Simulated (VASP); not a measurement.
Runs of VASP 6.6.1 on CaO (rock salt type). The structure is that of space group Fm-3m (No. 225), or close to it. The cells are those of the table. 

```csv
level,cell,k mesh,smearing,gap on the mesh (eV),pressure (GPa)
PBE,"a = 3.416 Å, angles 60.0°, 2 atoms",13 × 13 × 13,fermi-dirac 0.0612256 eV,3.67,0.5
PBE,"a = 3.483 Å, angles 60.0°, 2 atoms",13 × 13 × 13,fermi-dirac 0.0612256 eV,3.67,-5.0
PBE,"a = 3.393 Å, angles 60.0°, 2 atoms",13 × 13 × 13,fermi-dirac 0.0612256 eV,3.66,2.8
r2SCAN,"a = 3.323 Å, angles 60.0°, 2 atoms",12 × 12 × 12,fermi-dirac 0.1 eV,(b),(a)
```

Alike in all rows: task single point; potentials or basis VASP PAW PBE potentials, release 64 (Ca_sv, O); no spin polarisation; cutoff (eV) 520.

Task: Fill in the values left out.

Result: (a) 9.6; (b) 4.16.

Caveats: an odd mesh through Γ misses points on the zone boundary, where band edges can lie (at least some runs); the cell stands under tension (at least some runs); the cell stands under pressure (at least some runs); the PAW data sets were made with another functional, which shifts forces and pressure a little (at least some runs).
